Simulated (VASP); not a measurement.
Here is a VASP 6.6.1 calculation.

The input INCAR:

```
PREC = Accurate ; ENCUT = 600
EDIFF = 1E-6 ; ISMEAR = -1
SIGMA = 0.1 ; LREAL = False
LASPH = True ; NELM = 80
ALGO = Normal ; ISIF = 3
LWAVE = False ; LCHARG = False
GGA = RP ; IBRION = 2
NSW = 80 ; EDIFFG = -0.01
ISYM = 0
```

Contents of KPOINTS:

```
Automatic mesh
0
Gamma
  17 17 12
```

Contents of POSCAR:

```
B
1.0
   -1.8471104345      1.8471104345      1.0085222972
    1.8471104345     -1.8471104345      1.0085222972
    1.8471104345      1.8471104345     -1.0085222972
B
2
Direct
    0.0000000000      0.0000000000      0.0000000000
    0.7500000000      0.2500000000      0.5000000000
```

Potentials or basis: VASP PAW PBE potentials, release 64 (B).

Run with:

```console
$ cat potpaw_PBE.64/B/POTCAR > POTCAR
$ mpirun -np 1 vasp_std > vasp.out
```

Estimate the relaxed volume.

9.16 Å³/atom.

What does it give for the relaxed cell?

a = 3.978 Å, b = 3.978 Å, c = 2.885 Å, α = 89.99°, β = 89.99°, γ = 156.34°.

What does it give for the space group after relaxing (to 0.05 Å)?

Cmcm (No. 63).

Forces in eV/Å, atoms in the order of the input:
```
B   -0.006  0.006  0.000
B    0.006 -0.006  0.000
```

Caveat: the volume moved by over 15 % at a fixed basis, so the end points are rough; the PAW data sets were made with another functional, which shifts forces and pressure a little.
